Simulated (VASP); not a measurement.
# As in VASP: further runs

As is run at these levels: PBE+D3(BJ); tasks: single point.

Everything below comes from runs of VASP 6.6.1. Logs are shortened: lines on timing, memory, paths and dates and some standing lists are left out, and cuts for length are marked.

## (1) The cell of the first run

The cell holds a slab with vacuum, 4 atoms: a = 3.571 Å, b = 3.571 Å, c = 20.295 Å, α = 90.00°, β = 90.00°, γ = 120.00°.

## (2) Single point, PBE+D3(BJ)

INCAR reads:

```
PREC = Accurate
ENCUT = 520
EDIFF = 1E-6
ISMEAR = 0
SIGMA = 0.05
LREAL = F
LASPH = T
NELM = 80
ALGO = Normal
ISIF = 2
LWAVE = F
LCHARG = F
LDIPOL = T
IDIPOL = 3
DIPOL = 0.5 0.5 0.369
GGA = PE
IVDW = 12
NBANDS = 18
```

KPOINTS reads:

```
Automatic mesh
0
Gamma
  9 9 1
```

POSCAR reads:

```
As
1.0
    3.5713380906      0.0000000000      0.0000000000
   -1.7856690453      3.0928695120      0.0000000000
    0.0000000000      0.0000000000     20.2952802043
As
4
Direct
    0.3333333333      0.6666666667      0.2905917062
    0.6666666667      0.3333333333      0.2217264287
    0.8333333333      0.3333333333      0.5166363853
    0.5000000000      0.6666666667      0.4477711079
```

Potentials or basis: VASP PAW PBE potentials, release 64 (As).

The run is started by

```bash
> cat potpaw_PBE.64/As/POTCAR > POTCAR
> mpirun -np 1 vasp_std > vasp.out
```

OUTCAR:

```text
PREC = Accurate
   ENCUT = 520
   EDIFF = 1E-6
   ISMEAR = 0
   LREAL = F
   LASPH = T
   NELM = 80
   ISIF = 2
   GGA = PE
   IVDW = 12
 IVDW          = 12

 ion  position               nearest neighbor table
   1  0.333  0.667  0.291-   2 2.49   2 2.49   2 2.49
   2  0.667  0.333  0.222-   1 2.49   1 2.49   1 2.49
   3  0.833  0.333  0.517-   4 2.49   4 2.49   4 2.49
   4  0.500  0.667  0.448-   3 2.49   3 2.49   3 2.49

  LATTYP: Found a hexagonal cell.
 ALAT       =     3.5713380906
 C/A-ratio  =     5.6828224294

  Lattice vectors:

 A1 = (   3.5713380906,   0.0000000000,   0.0000000000)
 A2 = (  -1.7856690453,   3.0928695120,   0.0000000000)
 A3 = (   0.0000000000,   0.0000000000,  20.2952802043)

Analysis of symmetry for initial positions (statically):
=====================================================================
 Subroutine PRICEL returns:
 Original cell was already a primitive cell.

 Routine SETGRP: Setting up the symmetry group for a
 hexagonal supercell.

 Subroutine GETGRP returns: Found  2 space group operations
 (whereof  1 operations were pure point group operations)
 out of a pool of 24 trial point group operations.

The static configuration has the point symmetry C_1 .
 The point group associated with its full space group is C_2 .

Analysis of symmetry for dynamics (positions and initial velocities):
=====================================================================
 Subroutine PRICEL returns:
 Original cell was already a primitive cell.

 Routine SETGRP: Setting up the symmetry group for a
 hexagonal supercell.

 Subroutine GETGRP returns: Found  2 space group operations
 (whereof  1 operations were pure point group operations)
 out of a pool of 24 trial point group operations.

The dynamic configuration has the point symmetry C_1 .
 The point group associated with its full space group is C_2 .

 Subroutine INISYM returns: Found  2 space group operations
 (whereof  1 operations are pure point group operations),
 and found     1 'primitive' translations

----------------------------------------------------------------------------------------

                                     Primitive cell

  volume of cell :     224.1752

  direct lattice vectors                    reciprocal lattice vectors
     3.571338091  0.000000000  0.000000000     0.280007094  0.161662171  0.000000000
    -1.785669045  3.092869512  0.000000000     0.000000000  0.323324342  0.000000000
     0.000000000  0.000000000 20.295280204     0.000000000  0.000000000  0.049272540

  length of vectors
     3.571338091  3.571338091 20.295280204     0.323324342  0.323324342  0.049272540

  position of ions in fractional coordinates (direct lattice)
     0.333333333  0.666666667  0.290591706
     0.666666667  0.333333333  0.221726429
     0.833333333  0.333333333  0.516636385
     0.500000000  0.666666667  0.447771108

  ion indices of the primitive-cell ions
   primitive index   ion index
                 1           1
                 2           2
                 3           3
                 4           4

----------------------------------------------------------------------------------------

 KPOINTS: Automatic mesh

Automatic generation of k-mesh.
 Grid dimensions read from file:
 generate k-points for:    9    9    1

 Generating k-lattice:

  Cartesian coordinates                     Fractional coordinates (reciprocal lattice)
     0.031111899  0.017962463  0.000000000     0.111111111  0.000000000  0.000000000
     0.000000000  0.035924927  0.000000000     0.000000000  0.111111111  0.000000000
     0.000000000  0.000000000  0.049272540     0.000000000  0.000000000  1.000000000

  Length of vectors
     0.035924927  0.035924927  0.049272540

  Shift w.r.t. Gamma in fractional coordinates (k-lattice)
     0.000000000  0.000000000  0.000000000

 Subroutine IBZKPT returns following result:
 ===========================================

 Found     25 irreducible k-points:

 Following reciprocal coordinates:
            Coordinates               Weight
  0.000000  0.000000  0.000000      1.000000
  0.111111  0.000000  0.000000      4.000000
  0.000000  0.111111  0.000000      2.000000
  0.222222  0.000000  0.000000      4.000000
  0.000000  0.222222  0.000000      2.000000
  0.333333  0.000000  0.000000      4.000000
[... 16 lines left out ...]
 -0.222222 -0.444444  0.000000      4.000000
  0.444444  0.333333  0.000000      4.000000
   k-points           NKPTS =     25   k-points in BZ     NKDIM =     25   number of bands    NBANDS=     18
   number of dos      NEDOS =    301   number of ions     NIONS =      4
   total plane-waves  NPLWV = 125440
   dimension x,y,z NGX =    28 NGY =   28 NGZ =  160
   dimension x,y,z NGXF=    56 NGYF=   56 NGZF=  320
   ions per type =               4
   NGX,Y,Z   is equivalent  to a cutoff of  13.03, 13.03, 13.11 a.u.
   NGXF,Y,Z  is equivalent  to a cutoff of  26.07, 26.07, 26.21 a.u.
 SYSTEM =  unknown system
   PREC   = accura    normal or accurate (medium, high low for compatibility)
   ISTART =      0    job   : 0-new  1-cont  2-samecut
   ICHARG =      2    charge: 1-file 2-atom 10-const
   ISPIN  =      1    spin polarized calculation?
   LNONCOLLINEAR =      F non collinear calculations
   LSORBIT =      F    spin-orbit coupling
   LASPH  =      T    aspherical Exc in radial PAW
   ENCUT  =  520.0 eV  38.22 Ry    6.18 a.u.   6.64  6.64 37.74*2*pi/ulx,y,z
   NELM   =     80;   NELMIN=  2; NELMDL= -5     # of ELM steps
   EDIFF  = 0.1E-05   stopping-criterion for ELM
   LREAL  =      F    real-space projection
   EDIFFG = 0.1E-04   stopping-criterion for IOM
   NSW    =      0    number of steps for IOM
   IBRION =     -1    ionic relax: 0-MD 1-quasi-New 2-CG
   NFREE  =      0    steps in history (QN), initial steepest desc. (CG)
   ISIF   =      2    stress and relaxation
   ISYM   =      2    0-nonsym 1-usesym 2-fastsym
   POTIM  = 0.5000    time-step for ionic-motion
   TEBEG  =    0.0;   TEEND  =   0.0 temperature during run
   PSTRESS=    0.0 pullay stress
   NELECT =      20.0000    total number of electrons
   NUPDOWN=      -1.0000    fix difference up-down
   EMIN   =  10.00;   EMAX   =-10.00  energy-range for DOS
   EFERMI =   0.00;   METHOD = LEGACY
   ISMEAR =     0;   SIGMA  =   0.05  broadening in eV -4-tet -1-fermi 0-gaus
   EFERMI_NEDOS =   21; number of points for ismear=-14 and -15
   IALGO  =     38    algorithm
   IMIX   =      4    mixing-type and parameters
     AMIX     =   0.40;   BMIX     =  1.00
     AMIX_MAG =   1.60;   BMIX_MAG =  1.00
  volume/ion in A,a.u.               =      56.04       378.20
  Fermi-wavevector in a.u.,A,eV,Ry     =   0.731513  1.382360  7.280639  0.535112
  Thomas-Fermi vector in A             =   1.823749
   LORBIT       =      0    0 simple, 1 ext, 2 COOP (PROOUT), +10 PAW based schemes
   GGA     = PE    functional components
   LHFCALC =     F    Hartree Fock is set to
   AEXX    =    0.0000 exact exchange contribution
   IVDW    =    12    specifies the selected vdW correction
   LEPSILON=     F    determine dielectric tensor
   LRPA    =     F    only Hartree local field effects (RPA)
 non-spin polarized calculation
 Gauss-broadening in eV      SIGMA  =   0.05
  energy-cutoff  :      520.00
  volume of cell :      224.18
 maximum number of plane-waves:      6099
   NGX = 13   NGY = 13   NGZ = 75

 dipolmoment           0.000000      0.000000      0.000005 electrons x Angstroem

 number of electron      20.0000001 magnetization

 dipolmoment           0.000000      0.000000     -0.000001 electrons x Angstroem

 Free energy of the ion-electron system (eV)
  ---------------------------------------------------
  ext. energy  EPLUGINS =         0.00000000
  ---------------------------------------------------
  free energy    TOTEN  =       -18.47281565 eV

  energy without entropy =      -18.47281565  energy(sigma->0) =      -18.47281565

 E-fermi :  -0.8147     XC(G=0):  -4.6337

 val. band max:       -1.0570840884   @ k =   0.1111   0.1111   0.0000
 cond. band min:      -0.3774432212   @ k =   0.0000   0.3333   0.0000
 fundamental gap:      0.6796408673
 Fermi energy:        -0.8146808021

 k-point     1 :       0.0000    0.0000    0.0000
  band No.  band energies     occupation
      1     -15.2966      2.00000
      2     -15.1591      2.00000
      3      -9.3208      2.00000
      4      -8.4601      2.00000
      5      -3.0677      2.00000
      6      -1.5951      2.00000
[... 10 lines left out ...]
     17       3.2831      0.00000
     18       3.5732      0.00000

 k-point     2 :       0.1111    0.0000    0.0000
  band No.  band energies     occupation
      1     -15.1291      2.00000
      2     -14.9910      2.00000
      3      -9.2689      2.00000
      4      -8.4516      2.00000
      5      -3.2131      2.00000
      6      -2.8770      2.00000
[... 10 lines left out ...]
     17       3.5071      0.00000
     18       3.7796      0.00000

 k-point     3 :       0.0000    0.1111    0.0000
  band No.  band energies     occupation
      1     -15.1292      2.00000
      2     -14.9909      2.00000
      3      -9.2705      2.00000
      4      -8.4499      2.00000
      5      -3.2114      2.00000
      6      -2.8383      2.00000
[... 10 lines left out ...]
     17       3.5074      0.00000
     18       3.7791      0.00000

 k-point     4 :       0.2222    0.0000    0.0000
  band No.  band energies     occupation
      1     -14.6356      2.00000
      2     -14.4960      2.00000
      3      -9.2504      2.00000
      4      -8.6072      2.00000
      5      -4.8308      2.00000
      6      -4.4228      2.00000
[... 375 lines left out ...]
      4     -10.6898      2.00000
      5      -5.7655      2.00000
      6      -5.5814      2.00000
[... 10 lines left out ...]
     17       5.5973      0.00000
     18       6.2389      0.00000

 k-point    23 :      -0.2222   -0.4444    0.0000
  band No.  band energies     occupation
      1     -12.5242      2.00000
      2     -12.3619      2.00000
      3     -10.8890      2.00000
      4     -10.6876      2.00000
      5      -5.7616      2.00000
      6      -5.5789      2.00000
[... 10 lines left out ...]
     17       5.6028      0.00000
     18       6.1861      0.00000

 k-point    24 :       0.4444    0.3333    0.0000
  band No.  band energies     occupation
      1     -12.5193      2.00000
      2     -12.3662      2.00000
      3     -10.8882      2.00000
      4     -10.6884      2.00000
      5      -5.7666      2.00000
      6      -5.5810      2.00000
[... 10 lines left out ...]
     17       5.6020      0.00000
     18       6.3107      0.00000

 [... further k-points ...]

------------------------ aborting loop because EDIFF is reached ----------------------------------------

 vacuum level on the upper side and lower side of the slab       (xc-potential included)        -0.110        -0.110

 Edisp (eV)   -1.10237

 E8    (eV) :    -0.4812

  FORCE on cell =-STRESS in cart. coord.  units (eV):
  Direction    XX          YY          ZZ          XY          YZ          ZX
  --------------------------------------------------------------------------------------
  -------------------------------------------------------------------------------------
  Total       0.59473     0.41859     1.50586     0.00000     0.00000     0.68453
  in kB       4.25053     2.99168    10.76235     0.00000     0.00000     4.89230
  external pressure =        6.00 kB  Pullay stress =        0.00 kB

 VOLUME and BASIS-vectors are now :
 -----------------------------------------------------------------------------
  energy-cutoff  :      520.00
  volume of cell :      224.18
      direct lattice vectors                 reciprocal lattice vectors
     3.571338091  0.000000000  0.000000000     0.280007094  0.161662171  0.000000000
    -1.785669045  3.092869512  0.000000000     0.000000000  0.323324342  0.000000000
     0.000000000  0.000000000 20.295280204     0.000000000  0.000000000  0.049272540

 POSITION                                       TOTAL-FORCE (eV/Angst)
 -----------------------------------------------------------------------------------
     -0.00000      2.06191      5.89764        -0.121666      0.002384     -0.182382
      1.78567      1.03096      4.50000        -0.049505     -0.002384     -0.156835
      2.38089      1.03096     10.48528         0.049505     -0.002384      0.156835
      0.59522      2.06191      9.08764         0.121666      0.002384      0.182382
 -----------------------------------------------------------------------------------
    total drift:                                0.000001      0.000021     -0.000016

  FREE ENERGIE OF THE ION-ELECTRON SYSTEM (eV)
  ---------------------------------------------------
  free  energy   TOTEN  =       -19.5751827056 eV

  energy  without entropy=      -19.5751827056  energy(sigma->0) =      -19.57518271

 vacuum level on the upper side and lower side of the slab         3.704         3.704
```

Run time: 87 s. Hardware: 1 thread of Intel Xeon Platinum 8559C (Emerald Rapids), shared host; peak memory 0.36 GiB.

What came out:

```yaml
Free_energy: -19.5752 eV
Largest_force: 0.219 eV/Å
Band_gap_on_the_k_mesh: 0.68 eV, indirect (least direct gap 1.23 eV)
Dispersion_energy_per_atom: -0.276 eV
```

Forces in eV/Å, atoms in the order of the input:
```
As  -0.122  0.002 -0.182
As  -0.050 -0.002 -0.157
As   0.050 -0.002  0.157
As   0.122  0.002  0.182
```

Levels at points of the mesh, in eV from the valence-band top:
| k point | band 7 | band 8 | band 9 | band 10 | band 11 | band 12 | band 13 | band 14 |
| --- | --- | --- | --- | --- | --- | --- | --- | --- |
| (0.00, 0.00, 0.00) | -0.53 | -0.45 | -0.44 | -0.16 | 1.43 | 2.09 | 2.91 | 2.95 |

## (3) Single point, PBE+D3(BJ)

INCAR, as its differences from that of step 2:

```diff
@@ -2,3 +2,3 @@
 ENCUT = 520
-EDIFF = 1E-6
+EDIFF = 1E-7
 ISMEAR = 0
@@ -14,3 +14,3 @@
 IDIPOL = 3
-DIPOL = 0.5 0.5 0.369
+DIPOL = 0.5 0.5 0.382
 GGA = PE
```

KPOINTS reads:

```
regular mesh
0
Gamma
  9 9 1
```

POSCAR, as its differences from that of step 2:

```diff
@@ -10,3 +10,3 @@
     0.6666666667      0.3333333333      0.2217264287
-    0.8333333333      0.3333333333      0.5166363853
-    0.5000000000      0.6666666667      0.4477711079
+    0.8333333333      0.3333333333      0.5427508314
+    0.5000000000      0.6666666667      0.4738855539
```

Potentials or basis: VASP PAW PBE potentials, release 64 (As).

The run is started by

```bash
> cat potpaw_PBE.64/As/POTCAR > POTCAR
> mpirun -np 1 vasp_std > vasp.out
```

Wall time 87 s (1 thread of Intel Xeon Platinum 8559C (Emerald Rapids), shared host); peak memory 0.35 GiB.

Results (log left out):

- Free energy: -19.6462 eV
- Largest force: 0.093 eV/Å
- Band gap on the k mesh: 1.22 eV, indirect (least direct gap 1.71 eV)
- Dispersion energy per atom: -0.257 eV

Forces on the atoms (eV/Å):
```
As  -0.026  0.001  0.089
As  -0.012 -0.001 -0.092
As   0.012 -0.001  0.092
As   0.026  0.001 -0.089
```

Levels at points of the mesh, in eV from the valence-band top:
| k point | band 7 | band 8 | band 9 | band 10 | band 11 | band 12 | band 13 | band 14 |
| --- | --- | --- | --- | --- | --- | --- | --- | --- |
| (0.00, 0.00, 0.00) | -0.07 | -0.06 | -0.05 | -0.04 | 1.86 | 2.30 | 3.42 | 3.44 |

## (4) Single point, PBE+D3(BJ)

INCAR reads:

```
PREC = Accurate
ENCUT = 520
EDIFF = 1E-6
ISMEAR = 0
SIGMA = 0.05
LREAL = F
LASPH = T
NELM = 60
ALGO = Normal
ISIF = 2
LWAVE = F
LCHARG = T
LDIPOL = T
IDIPOL = 3
DIPOL = 0.5 0.5 0.407
GGA = PE
IVDW = 12
LELF = T
LVHAR = T
LVACPOTAV = T
NBANDS = 18
```

KPOINTS is that of step 3.

POSCAR, as its differences from that of step 3:

```diff
@@ -10,3 +10,3 @@
     0.6666666667      0.3333333333      0.2217264287
-    0.8333333333      0.3333333333      0.5427508314
-    0.5000000000      0.6666666667      0.4738855539
+    0.8333333333      0.3333333333      0.5920233711
+    0.5000000000      0.6666666667      0.5231580937
```

The run is started by

```bash
> cat potpaw_PBE.64/As/POTCAR > POTCAR
> mpirun -np 1 vasp_std > vasp.out
```

Run time: 76 s. Hardware: 1 thread of Intel Xeon Platinum 8559C (Emerald Rapids), shared host; peak memory 0.36 GiB.

It converged, with:

```
Free energy                : -19.5944 eV
Largest force              : 0.139 eV/Å
Band gap on the k mesh     : 1.43 eV, indirect (least direct gap 1.94 eV)
Dispersion energy per atom : -0.235 eV
```

Forces in eV/Å, atoms in the order of the input:
```
As  -0.001  0.000  0.139
As  -0.001  0.000 -0.079
As   0.001  0.000  0.079
As   0.001  0.000 -0.139
```

Levels at points of the mesh, in eV from the valence-band top:
```tsv
k point	band 7	band 8	band 9	band 10	band 11	band 12	band 13	band 14
(0.00, 0.00, 0.00)	0.00	0.00	0.00	0.00	1.94	2.17	3.51	3.51
```

## (5) Single point, PBE+D3(BJ)

INCAR reads:

```
PREC = Accurate
ENCUT = 520
EDIFF = 1E-6
ISMEAR = 0
SIGMA = 0.05
LREAL = False
LASPH = True
NELM = 80
ALGO = Normal
ISIF = 2
LWAVE = False
LCHARG = False
LDIPOL = True
IDIPOL = 3
DIPOL = 0.5 0.5 0.363
GGA = PE
IVDW = 12
NBANDS = 18
```

KPOINTS reads:

```
Automatic mesh
0
Gamma
  9 9 1
```

POSCAR, as its differences from that of step 4:

```diff
@@ -10,3 +10,3 @@
     0.6666666667      0.3333333333      0.2217264287
-    0.8333333333      0.3333333333      0.5920233711
-    0.5000000000      0.6666666667      0.5231580937
+    1.0000000000      0.3333333333      0.5033327996
+    0.6666666667      0.6666666667      0.4344675222
```

The run is started by

```bash
> cat potpaw_PBE.64/As/POTCAR > POTCAR
> mpirun -np 1 vasp_std > vasp.out
```

Run time: 2.7 min. Hardware: 1 thread of AMD EPYC 9R45 (Zen 5), shared host; peak memory 0.33 GiB.

Results (log left out):

```
Free energy                : -19.6400 eV
Largest force              : 0.227 eV/Å
Band gap on the k mesh     : 0.48 eV, indirect (least direct gap 1.13 eV)
Dispersion energy per atom : -0.287 eV
```

Forces on the atoms (eV/Å):
```
As  -0.193  0.010 -0.119
As  -0.085 -0.010 -0.112
As   0.085 -0.010  0.112
As   0.193  0.010  0.119
```

Levels at points of the mesh, in eV from the valence-band top:
| k point | band 6 | band 7 | band 8 | band 9 | band 10 | band 11 | band 12 | band 13 | band 14 | band 15 |
| --- | --- | --- | --- | --- | --- | --- | --- | --- | --- | --- |
| (0.00, 0.00, 0.00) | -0.72 | -0.71 | -0.64 | -0.61 | -0.18 | 1.27 | 2.11 | 2.72 | 2.74 | 2.93 |
